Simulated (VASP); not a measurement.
Here is a VASP 6.6.1 calculation.

File INCAR:

```
  PREC = Accurate
  ENCUT = 520
  EDIFF = 1E-6
  ISMEAR = -1
  SIGMA = 0.1
  LREAL = False
  LASPH = True
  NELM = 80
  ALGO = Normal
  ISIF = 2
  LWAVE = False
  LCHARG = True
  LELF = True
  LVHAR = True
  NBANDS = 10
```

The input KPOINTS:

```
regular mesh
0
Gamma
  14 14 14
```

POSCAR

```
Rb
1.0
   -2.6123385379      2.6123385379      2.6123385379
    2.6123385379     -2.6123385379      2.6123385379
    2.6123385379      2.6123385379     -2.6123385379
Rb
1
Direct
    0.0000000000      0.0000000000      0.0000000000
```

Potentials or basis: VASP PAW LDA potentials, release 64 (Rb_sv).

The run is started by

```console
$ cat potpaw_LDA.64/Rb_sv/POTCAR > POTCAR
$ mpirun -np 1 vasp_std > vasp.out
```

Question: What does it give for the pressure?

Answer: 0.4 GPa.
